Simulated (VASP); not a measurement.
# BaTe (Fm-3m) in VASP: a series of runs, part 2 of 2

VASP 6.6.1. The steps go on from the part before.

**4. Single point, PBE+D3(BJ)**

This run uses another cell than the first one, of 40.71 Å³/atom, 1.055 times its volume.

Contents of INCAR:

```
PREC = Accurate ; ENCUT = 500
EDIFF = 1E-6 ; ISMEAR = 0
SIGMA = 0.01 ; LREAL = False
LASPH = True ; NELM = 120
ALGO = Normal ; ISIF = 2
LWAVE = False ; LCHARG = False
GGA = PE ; IVDW = 12
NBANDS = 15 ; GGA_COMPAT = False
```

Contents of KPOINTS:

```
Automatic mesh
0
Gamma
  4 4 4
```

Contents of POSCAR:

```
BaTe
1.0
    0.0000000000      3.4400456010      3.4400456010
    3.4400456010      0.0000000000      3.4400456010
    3.4400456010      3.4400456010      0.0000000000
Ba Te
1 1
Direct
    0.0000000000      0.0000000000      0.0000000000
    0.5000000000      0.5000000000      0.5000000000
```

Potentials or basis: VASP PAW PBE potentials, release 64 (Ba_sv, Te).

Command:

```sh
$ cat potpaw_PBE.64/Ba_sv/POTCAR potpaw_PBE.64/Te/POTCAR > POTCAR
$ mpirun -np 1 vasp_std > vasp.out
```

OUTCAR:

```text
PREC = Accurate
   ENCUT = 500
   EDIFF = 1E-6
   ISMEAR = 0
   LREAL = False
   LASPH = True
   NELM = 120
   ISIF = 2
   GGA = PE
   IVDW = 12
 IVDW          = 12

 ion  position               nearest neighbor table
   1  0.000  0.000  0.000-   2 3.44   2 3.44   2 3.44   2 3.44   2 3.44   2 3.44
   2  0.500  0.500  0.500-   1 3.44   1 3.44   1 3.44   1 3.44   1 3.44   1 3.44

  LATTYP: Found a face centered cubic cell.
 ALAT       =     6.8800912020

  Lattice vectors:

 A1 = (   0.0000000000,   3.4400456010,   3.4400456010)
 A2 = (   3.4400456010,   0.0000000000,   3.4400456010)
 A3 = (   3.4400456010,   3.4400456010,   0.0000000000)

Analysis of symmetry for initial positions (statically):
=====================================================================
 Subroutine PRICEL returns:
 Original cell was already a primitive cell.

 Routine SETGRP: Setting up the symmetry group for a
 face centered cubic supercell.

 Subroutine GETGRP returns: Found 48 space group operations
 (whereof 48 operations were pure point group operations)
 out of a pool of 48 trial point group operations.

The static configuration has the point symmetry O_h .

Analysis of symmetry for dynamics (positions and initial velocities):
=====================================================================
 Subroutine PRICEL returns:
 Original cell was already a primitive cell.

 Routine SETGRP: Setting up the symmetry group for a
 face centered cubic supercell.

 Subroutine GETGRP returns: Found 48 space group operations
 (whereof 48 operations were pure point group operations)
 out of a pool of 48 trial point group operations.

The dynamic configuration has the point symmetry O_h .

 Subroutine INISYM returns: Found 48 space group operations
 (whereof 48 operations are pure point group operations),
 and found     1 'primitive' translations

----------------------------------------------------------------------------------------

                                     Primitive cell

  volume of cell :      81.4184

[... 102 lines left out ...]
 non-spin polarized calculation
 Gauss-broadening in eV      SIGMA  =   0.01
  energy-cutoff  :      500.00
  volume of cell :       81.42
 maximum number of plane-waves:      2120
   NGX = 17   NGY = 17   NGZ = 17

 number of electron      15.9999999 magnetization

 Free energy of the ion-electron system (eV)
  ---------------------------------------------------
  ext. energy  EPLUGINS =         0.00000000
  ---------------------------------------------------
  free energy    TOTEN  =        -8.54928243 eV

  energy without entropy =       -8.54928243  energy(sigma->0) =       -8.54928243

 E-fermi :   2.6695     XC(G=0):  -8.4527

 val. band max:        2.6251322134   @ k =   0.0000   0.0000   0.0000
 cond. band min:       4.0141837241   @ k =   0.5000   0.5000   0.0000
 fundamental gap:      1.3890515107
 Fermi energy:         2.6695051727

 k-point     1 :       0.0000    0.0000    0.0000
  band No.  band energies     occupation
      1     -24.2798      2.00000
      2      -9.4450      2.00000
      3      -9.4450      2.00000
      4      -9.4450      2.00000
      5      -7.0344      2.00000
      6       2.6251      2.00000
      7       2.6251      2.00000
      8       2.6251      2.00000
      9       5.5035      0.00000
     10       5.5035      0.00000
     11       5.5035      0.00000
     12       5.7392      0.00000
     13       6.1767      0.00000
     14       6.1767      0.00000
[... 113 lines left out ...]
      2      -9.6413      2.00000
      3      -9.6264      2.00000
      4      -9.6264      2.00000
      5      -6.5514      2.00000
      6       1.2425      2.00000
      7       1.6462      2.00000
      8       1.6462      2.00000
      9       6.1419      0.00000
     10       6.1419      0.00000
     11       7.5928      0.00000
     12       7.9571      0.00000
     13       8.5436      0.00000
     14      11.1525      0.00000
     15      11.1775      0.00000

------------------------ aborting loop because EDIFF is reached ----------------------------------------

 Edisp (eV)   -0.65967

 E8    (eV) :    -0.3402

  FORCE on cell =-STRESS in cart. coord.  units (eV):
  Direction    XX          YY          ZZ          XY          YZ          ZX
  --------------------------------------------------------------------------------------
  -------------------------------------------------------------------------------------
  Total       0.90988     0.90988     0.90988     0.00000     0.00000    -0.00000
  in kB      17.90498    17.90498    17.90498     0.00000     0.00000    -0.00000
  external pressure =       17.90 kB  Pullay stress =        0.00 kB

 VOLUME and BASIS-vectors are now :
 -----------------------------------------------------------------------------
  energy-cutoff  :      500.00
  volume of cell :       81.42
      direct lattice vectors                 reciprocal lattice vectors
     0.000000000  3.440045601  3.440045601    -0.145346910  0.145346910  0.145346910
     3.440045601  0.000000000  3.440045601     0.145346910 -0.145346910  0.145346910
     3.440045601  3.440045601  0.000000000     0.145346910  0.145346910 -0.145346910

 POSITION                                       TOTAL-FORCE (eV/Angst)
 -----------------------------------------------------------------------------------
      0.00000      0.00000      0.00000        -0.000000     -0.000000     -0.000000
      3.44005      3.44005      3.44005         0.000000      0.000000      0.000000
 -----------------------------------------------------------------------------------
    total drift:                                0.000000      0.000000      0.000000

  FREE ENERGIE OF THE ION-ELECTRON SYSTEM (eV)
  ---------------------------------------------------
  free  energy   TOTEN  =        -9.2089479577 eV

  energy  without entropy=       -9.2089479577  energy(sigma->0) =       -9.20894796
```

OSZICAR:

```text
N       E                     dE             d eps       ncg     rms          rms(c)
DAV:   1     0.821409712112E+02    0.82141E+02   -0.64258E+03   240   0.882E+02
DAV:   2    -0.361190197195E+01   -0.85753E+02   -0.78909E+02   324   0.158E+02
DAV:   3    -0.853051900008E+01   -0.49186E+01   -0.48908E+01   311   0.413E+01
DAV:   4    -0.864134960873E+01   -0.11083E+00   -0.11080E+00   327   0.636E+00
DAV:   5    -0.864403166377E+01   -0.26821E-02   -0.26820E-02   320   0.861E-01    0.400E+00
DAV:   6    -0.854206895393E+01    0.10196E+00   -0.11372E-01   296   0.173E+00    0.263E+00
DAV:   7    -0.854386491901E+01   -0.17960E-02   -0.11166E-01   282   0.187E+00    0.804E-01
DAV:   8    -0.854867588071E+01   -0.48110E-02   -0.13641E-02   275   0.754E-01    0.206E-01
DAV:   9    -0.854908203990E+01   -0.40616E-03   -0.72317E-04   303   0.185E-01    0.648E-02
DAV:  10    -0.854926241963E+01   -0.18038E-03   -0.23532E-04   290   0.104E-01    0.170E-02
DAV:  11    -0.854928480865E+01   -0.22389E-04   -0.57237E-05   303   0.422E-02    0.219E-02
DAV:  12    -0.854928205976E+01    0.27489E-05   -0.12167E-05   289   0.202E-02    0.103E-02
DAV:  13    -0.854928242628E+01   -0.36652E-06   -0.60427E-07   197   0.505E-03
   1 F= -.92089480E+01 E0= -.92089480E+01  d E =-.743495E-12
```

Run time: 13 s. Hardware: 1 thread of Intel Xeon 6455B, shared host; peak memory 0.21 GiB.

Results:

```yaml
Free_energy: -9.2089 eV
Pressure: 1.8 GPa
Band_gap_on_the_k_mesh: 1.39 eV, indirect (least direct gap 1.77 eV)
Dispersion_energy_per_atom: -0.330 eV
```

Caveat: spin-orbit coupling is left out, which moves the levels of the heavy elements. Expect the measured gap to be larger: semilocal functionals such as PBE lack the derivative discontinuity.

**5. Summary**

```csv
cell,gap on the mesh (eV),pressure (GPa)
"a = 4.779 Å, angles 60.0°, 2 atoms",1.24,4.1
"a = 4.822 Å, angles 60.0°, 2 atoms",1.32,2.9
"a = 4.865 Å, angles 60.0°, 2 atoms",1.39,1.8
```

Alike in all rows: task single point; level PBE+D3(BJ); potentials or basis VASP PAW PBE potentials, release 64 (Ba_sv, Te); no spin polarisation; k mesh 4 × 4 × 4; cutoff (eV) 500; smearing gaussian 0.01 eV.

Caveats: spin-orbit coupling is left out, which moves the levels of the heavy elements.

Total energies depend on the potentials used, so only differences within one code and one set of settings carry meaning.
